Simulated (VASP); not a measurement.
Sr, 3 atoms in the cell. It takes space group Fm-3m (No. 225, cubic). Conventional cell: a = 9.422 Å, b = 9.422 Å, c = 9.422 Å, α = 90.00°, β = 90.00°, γ = 90.00°. Sr (site symmetry -43m) has 10 Sr at 4.08 to 4.71 Å within 5.4 Å. Sr (site symmetry m-3m) has 8 Sr at 4.08 Å within 5.4 Å. The cell was generated, and may not be a known phase.

```yaml
Program: VASP 6.6.1
Task: single point
Functional: PBE
Potentials_or_basis: VASP PAW PBE potentials, release 64 (Sr_sv)
Cutoff: 520 eV
k_mesh: 10 × 10 × 10
Occupations: gaussian, width 0.1 eV
Spin: no spin polarisation
Dipole_correction: no
Further_INCAR_settings: ALGO = Fast; EDIFF = 1e-07; NBANDS = 22
```

Potentials or basis: VASP PAW PBE potentials, release 64 (Sr_sv).

Command:

```console
$ cat potpaw_PBE.64/Sr_sv/POTCAR > POTCAR
$ mpirun -np 1 vasp_std > vasp.out
```

Hardware: 1 thread of AMD EPYC 9R45 96-Core Processor (Zen 5), on a shared host.

Question: How long does it take, and how much memory?

Answer: Run time: 4.4 min on 1 thread of AMD EPYC 9R45 96-Core Processor (Zen 5) (shared host), peak memory 0.41 GiB. Counts: scf iterations 20, k points 47.
